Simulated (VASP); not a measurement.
The system is Sc.

```
Sc
1.0
     3.30900    0.00000    0.00000
    -1.65450    2.86568    0.00000
     0.00000    0.00000    5.27330
Sc
2
Direct
  0.33333 0.66667 0.25000
  0.66667 0.33333 0.75000
```

* Program: VASP 6.6.1
* Task: relaxation of volume and atoms at fixed shape
* Functional: PBEsol
* Potentials or basis: VASP PAW PBE potentials, release 64 (Sc_sv)
* Cutoff: 600 eV
* k mesh: 16 × 16 × 9
* Occupations: fermi-dirac, width 0.1 eV
* Spin: no spin polarisation

At the start: pressure -2.6 GPa; volume 25.00 Å³/atom.

Question: How do energy, volume and symmetry change on relaxing?

Answer: Over 3 steps the energy falls by 10.5 meV/atom and the volume is 23.77 Å³/atom (-4.9 %); space group P6_3/mmc (No. 194, to 0.05 Å).

The path:
| step | energy change (eV) | largest force (eV/Å) | pressure (GPa) | volume (Å³) |
| --- | --- | --- | --- | --- |
| 1 | 0.0000 | 0.0000 | -2.63 | 50.00 |
| 2 | -0.0202 | 0.0000 | 0.55 | 47.09 |
| 3 | -0.0210 | 0.0000 | 0.00 | 47.54 |

Final structure:
```yaml
crystal:
  lattice:
    - [3.25367, 0.00000, 0.00000]
    - [-1.62684, 2.81776, 0.00000]
    - [0.00000, 0.00000, 5.18513]
  atoms:
    - { symbol: Sc, position: [0.33333, 0.66667, 0.25000] }
    - { symbol: Sc, position: [0.66667, 0.33333, 0.75000] }
```

Caveat: the PAW data sets were made with another functional, which shifts forces and pressure a little.
